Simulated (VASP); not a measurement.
Pt, 1 atom in the cell. Symmetry: R-3m, No. 166, trigonal system. The conventional cell has a = 2.492 Å, b = 2.492 Å, c = 7.620 Å, α = 90.00°, β = 90.00°, γ = 120.00°. Within 3.3 Å of Pt (site symmetry -3m) lie 12 Pt at 2.49 to 2.92 Å. 

```yaml
Program: VASP 6.6.1
Task: single point
Functional: LDA
Potentials_or_basis: VASP PAW LDA potentials, release 64 (Pt)
Cutoff: 520 eV
k_mesh: 20 × 20 × 20
Occupations: gaussian, width 0.15 eV
Spin: no spin polarisation
Dipole_correction: no
Further_INCAR_settings: ALGO = Fast; EDIFF = 1e-07; NBANDS = 11
```

Potentials or basis: VASP PAW LDA potentials, release 64 (Pt).

Run with:

```console
$ cat potpaw_LDA.64/Pt/POTCAR > POTCAR
$ mpirun -np 1 vasp_std > vasp.out
```

Hardware: 1 thread of Intel(R) Xeon(R) Platinum 8488C (Sapphire Rapids), on a shared host.

Question: How long does it take, and how much memory?

Answer: Run time: 68 s on 1 thread of Intel(R) Xeon(R) Platinum 8488C (Sapphire Rapids), with other jobs on the host, peak memory 0.23 GiB. Counts: scf iterations 14, k points 781.
